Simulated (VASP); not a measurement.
A run of VASP 6.6.1:

Contents of INCAR:

```
ALGO = Normal ; EDIFF = 1E-6
ENCUT = 520 ; GGA = PS
ISIF = 2 ; ISMEAR = 0
LASPH = True ; LCHARG = True
LELF = True ; LREAL = False
LVHAR = True ; LWAVE = False
NBANDS = 26 ; NELM = 100
PREC = Accurate ; SIGMA = 0.02
```

Contents of KPOINTS:

```
k-points
0
Gamma
  15 15 8
```

POSCAR

```
CdSe
1.0
    4.3020798272      0.0000000000      0.0000000000
   -2.1510399136      3.7257104194      0.0000000000
    0.0000000000      0.0000000000      7.0217824360
Cd Se
2 2
Direct
    0.3333333333      0.6666666667      0.0001415865
    0.6666666667      0.3333333333      0.5001415865
    0.3333333333      0.6666666667      0.3758584135
    0.6666666667      0.3333333333      0.8758584135
```

Potentials or basis: VASP PAW PBE potentials, release 64 (Cd, Se).

Command:

```sh
$ cat potpaw_PBE.64/Cd/POTCAR potpaw_PBE.64/Se/POTCAR > POTCAR
$ mpirun -np 1 vasp_std > vasp.out
```

Hardware: 1 thread of Intel(R) Xeon(R) 6975P-C (Granite Rapids), on a shared host.

Task: Estimate the wall time of this run.

Result: It took 2.2 min on 1 thread of Intel(R) Xeon(R) 6975P-C (Granite Rapids), on a shared host, peak memory 0.47 GiB. Counts: scf iterations 15, k points 135.
